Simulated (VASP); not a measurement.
The system is V.

```
V
1.0
    -1.50685    1.50685    1.50685
     1.50685   -1.50685    1.50685
     1.50685    1.50685   -1.50685
V
1
Direct
  0.00000 0.00000 0.00000
```

Program: VASP 6.6.1. Alike in all runs: task single point; potentials or basis VASP PAW PBE potentials, release 64 (V_sv); no spin polarisation; cell as given; k mesh 8 × 8 × 8; cutoff (eV) 520; smearing gaussian 0.0276 eV.

Task: Order these runs on this cell by their pressure, lowest first.
A. level RPBE+U; U V d U = 4.07 eV
B. level r2SCAN+U; U V d U = 4.07 eV
C. level r2SCAN+U; U V d U = 2.0 eV

Result: C (-0.4 GPa), B (5.7 GPa), A (11.7 GPa).

Caveats: all runs use coarse meshes; the PAW data sets were made with another functional, which shifts forces and pressure a little; U without spin polarisation on a metal has little footing; the U is typed as a test and isn't derived for this compound.
